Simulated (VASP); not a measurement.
**WS2: single point with LDA**

Slab: WS2, a slab with vacuum.

```
CELL_PARAMETERS angstrom
3.18352 0.00000 0.00000
-1.59176 2.75701 0.00000
0.00000 0.00000 16.95058
ATOMIC_POSITIONS crystal
W 0.33333 0.66667 0.00000
S 0.66667 0.33333 0.90800
S 0.66667 0.33333 0.09200
```

```yaml
Program: VASP 6.6.1
Task: single point
Functional: LDA
Potentials_or_basis: VASP PAW LDA potentials, release 64 (W_sv, S)
Cutoff: 520 eV
k_mesh: 8 × 8 × 2
Occupations: gaussian, width 0.15 eV
Spin: no spin polarisation
Dipole_correction: no
Further_INCAR_settings: ALGO = Normal; EDIFF = 1e-07; NBANDS = 20
```

```yaml
Largest_force: 0.357 eV/Å
Band_gap_on_the_k_mesh: 2.06 eV, indirect (least direct gap 2.24 eV)
```

Forces on the atoms (eV/Å):
```
W    0.000  0.000  0.000
S    0.000  0.000  0.357
S    0.000  0.000 -0.357
```

Levels at points of the mesh, in eV from the valence-band top:
```csv
k point,band 10,band 11,band 12,band 13,band 14,band 15,band 16,band 17
"(0.00, 0.00, 0.00)",-2.03,-1.63,-1.63,0.00,2.90,2.90,3.10,3.10
"(0.50, 0.00, 0.00)",-3.41,-2.04,-1.22,-0.87,2.82,3.29,4.04,4.78
"(0.00, 0.00, 0.50)",-2.03,-1.63,-1.63,0.00,2.90,2.90,3.10,3.10
"(0.50, 0.00, 0.50)",-3.41,-2.04,-1.22,-0.87,2.82,3.29,4.04,4.78
```

Wall time 56 s on 1 thread of Intel Xeon 6975P-C (shared host), peak memory 0.23 GiB.

Caveat: spin-orbit coupling is left out, which moves the levels of the heavy elements.
